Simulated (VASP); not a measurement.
A run of VASP 6.6.1 is set up as follows.

The input INCAR:

```
  PREC = Accurate
  ENCUT = 600
  EDIFF = 1E-6
  ISMEAR = -1
  SIGMA = 0.05
  LREAL = F
  LASPH = T
  NELM = 150
  ALGO = Normal
  ISIF = 3
  LWAVE = F
  LCHARG = F
  ISPIN = 2
  MAGMOM = 2 2
  LORBIT = 11
  LMAXMIX = 4
  GGA = PE
  IVDW = 12
  IBRION = 2
  NSW = 60
  EDIFFG = -0.01
```

KPOINTS

```
Automatic mesh
0
Gamma
  12 12 6
```

File POSCAR:

```
V
1.0
    2.6042941027      0.0000000000      0.0000000000
   -1.3021470513      2.2553848518      0.0000000000
    0.0000000000      0.0000000000      4.7233360000
V
2
Direct
    0.3333333333      0.6666666667      0.2500000000
    0.6666666667      0.3333333333      0.7500000000
```

Potentials or basis: VASP PAW PBE potentials, release 64 (V_sv).

Run with:

```bash
$ cat potpaw_PBE.64/V_sv/POTCAR > POTCAR
$ mpirun -np 1 vasp_std > vasp.out
```

Task: Predict the relaxed cell.

Result: a = 2.567 Å, b = 2.567 Å, c = 4.631 Å, α = 90.00°, β = 90.00°, γ = 120.00°.

Task: Predict the space group after relaxing (to 0.1 Å).

Result: P6_3/mmc (No. 194).

Final structure:
```
V
1.0
     2.56709    0.00000    0.00000
    -1.28355    2.22317    0.00000
     0.00000    0.00000    4.63074
V
2
Direct
  0.33333 0.66667 0.25000
  0.66667 0.33333 0.75000
```

Caveat: the moments typed at the start vanished in this run.
